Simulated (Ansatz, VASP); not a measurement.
## Two plane-wave programs on CdS3

File INCAR:

```
SYSTEM = CdS3
  PREC = Accurate
  ENCUT = 500
  EDIFF = 1E-7
  ISMEAR = 0
  SIGMA = 0.1
  LREAL = .False.
  LASPH = .True.
  NELM = 120
  ALGO = Normal
  ISIF = 3
  LWAVE = .False.
  LCHARG = .False.
  GGA = PE
  IBRION = 2
  NSW = 90
  EDIFFG = -0.04
  GGA_COMPAT = .False.
  NELMIN = 4
```

Contents of KPOINTS:

```
regular mesh
0
Gamma
  3 3 4
  0 0 0
```

The input POSCAR:

```
CdS3
1.0
    6.4075960300      0.0000000000      0.0000000000
   -3.2037980200      5.5491409400      0.0000000000
    0.0000000000      0.0000000000      4.8297095400
Cd S
2 6
Direct
    0.3333333300      0.6666666700      0.7500000000
    0.6666666700      0.3333333300      0.2500000000
    0.1798179900      0.3596359800      0.2500000000
    0.6403640200      0.8201820100      0.2500000000
    0.1798179900      0.8201820100      0.2500000000
    0.8201820100      0.6403640200      0.7500000000
    0.3596359800      0.1798179900      0.7500000000
    0.8201820100      0.1798179900      0.7500000000
```

Input for Ansatz:

```yaml
crystal:
  lattice:
    - [6.40759603, 0.0, 0.0]
    - [-3.20379802, 5.54914094, 0.0]
    - [0.0, 0.0, 4.82970954]
  atoms:
    - { symbol: Cd, position: [0.33333333, 0.66666667, 0.75] }
    - { symbol: Cd, position: [0.66666667, 0.33333333, 0.25] }
    - { symbol: S, position: [0.17981799, 0.35963598, 0.25] }
    - { symbol: S, position: [0.64036402, 0.82018201, 0.25] }
    - { symbol: S, position: [0.17981799, 0.82018201, 0.25] }
    - { symbol: S, position: [0.82018201, 0.64036402, 0.75] }
    - { symbol: S, position: [0.35963598, 0.17981799, 0.75] }
    - { symbol: S, position: [0.82018201, 0.17981799, 0.75] }
basis:
  ecutwfc: 420
kpoints:
  mp_grid: { grid: [3, 3, 4] }
hamiltonian:
  xc: pbe
scf:
  occupations: { method: gaussian, width: 0.1 }
  lower_state_search: "off"
output:
  forces: true
  stress: true
  eigenvalues: true
relax:
  adjacent_minimum: "off"
  f_tol: 0.04
  max_steps: 70
  cell: { stress_tol: 0.4 }
```

Change from the starting cell: species swapped into the Ce3Ga type (P6_3/mmc, No. 194).

Alike in both runs: task relaxation of cell and atoms; functional PBE; k mesh 3 × 3 × 4; occupations gaussian, width 0.1 eV; no spin polarisation.

|  | VASP | Ansatz |
| --- | --- | --- |
| version | VASP 6.6.1 | Ansatz 0.2.0 |
| potentials or method | VASP PAW PBE potentials, release 64 (Cd, S), cutoff 500 eV | scalar-relativistic, plane waves, PAW |
| valence electrons in the cell | 60 | 76 |

Ansatz gave:

* relaxed volume (Å³/atom): 26.01
* relaxed cell length with the largest relative difference (Å): 5.539

What did VASP give for the same quantities?

Relaxed volume (Å³/atom): 33.37; relaxed cell length with the largest relative difference (Å): 6.607.

One of these differences is far larger than is usual between the two programs; its cause wasn't traced. VASP's potentials hold 60 valence electrons a cell and Ansatz's 76, so a difference there can come from the potentials and not from the codes.

Noted on VASP's run: the volume moved by over 15 % at a fixed basis, so the end points are rough.
